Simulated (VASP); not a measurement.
**LiHF2: relaxation of cell and atoms with PBEsol**

LiHF2:

```
Li H F
1.0
     1.46698    0.84696    4.36669
    -1.46698    0.84696    4.36669
     0.00000   -1.69393    4.36669
Li H F
1 1 2
Direct
  0.00000 0.00000 0.00000
  0.50000 0.50000 0.50000
  0.41330 0.41330 0.41330
  0.58670 0.58670 0.58670
```

- Program: VASP 6.6.1
- Task: relaxation of cell and atoms
- Functional: PBEsol
- Potentials or basis: VASP PAW PBE potentials, release 64 (Li_sv, H, F)
- Cutoff: 600 eV
- k mesh: 14 × 14 × 14
- Occupations: fermi-dirac, width 0.1 eV
- Spin: no spin polarisation
- Dipole correction: no
- Further INCAR settings: ALGO = Normal; EDIFF = 1e-07; IBRION = 2; EDIFFG = -0.002; NSW = 100; ISIF = 3

```json
{
 "Relaxed volume": "8.39 Å³/atom",
 "Relaxed cell": "a = 4.706 Å, b = 4.706 Å, c = 4.706 Å, α = 36.84°, β = 36.84°, γ = 36.84°",
 "Space group after relaxing (to 0.1 Å)": "R-3m (No. 166)",
 "Energy gained by relaxing": "1.3 meV/atom",
 "Ionic steps": "9",
 "Pressure after relaxing": "0.0 GPa",
 "Band gap on the k mesh": "8.13 eV (least direct gap 8.34 eV)"
}
```

Step by step:
```csv
step,energy change (eV),largest force (eV/Å),pressure (GPa),volume (Å³)
1,0.0000,0.1279,1.80,32.55
2,-0.0017,0.2164,0.13,32.99
3,-0.0023,0.1031,0.69,32.84
4,-0.0040,0.0408,0.34,33.13
5,-0.0046,0.0252,-0.01,33.46
6,-0.0046,0.0279,-0.02,33.47
7,-0.0048,0.0200,-0.03,33.50
8,-0.0051,0.0047,-0.01,33.55
9,-0.0051,0.0014,-0.01,33.57
```

Final structure:
```
CELL_PARAMETERS angstrom
1.48715 0.85860 4.38167
-1.48715 0.85860 4.38167
0.00000 -1.71721 4.38167
ATOMIC_POSITIONS crystal
Li 0.00000 0.00000 0.00000
H 0.50000 0.50000 0.50000
F 0.41307 0.41307 0.41307
F 0.58693 0.58693 0.58693
```

Levels at points of the mesh, in eV from the valence-band top:
```
           k point  band 7  band 8  band 9  band 10  band 11  band 12
(0.00, 0.00, 0.00)   -0.27   -0.21   -0.21     8.13    12.90    16.88
(0.50, 0.00, 0.00)   -0.73   -0.61   -0.50    11.57    13.70    16.22
(0.50, 0.50, 0.00)   -1.16   -1.03   -0.13    13.55    14.02    14.05
(0.50, 0.50, 0.50)   -0.60    0.00    0.00     9.12    12.18    15.79
```

Run time: 9.1 min on 1 thread of Intel(R) Xeon(R) 6975P-C (Granite Rapids), on a shared host, peak memory 0.34 GiB.

Caveat: the cutoff is under 1.25 times the usual one of these potentials, so pressure, stress and relaxed cells hold a basis-set (Pulay) error; the PAW data sets were made with another functional, which shifts forces and pressure a little. A k mesh can miss the band edges.
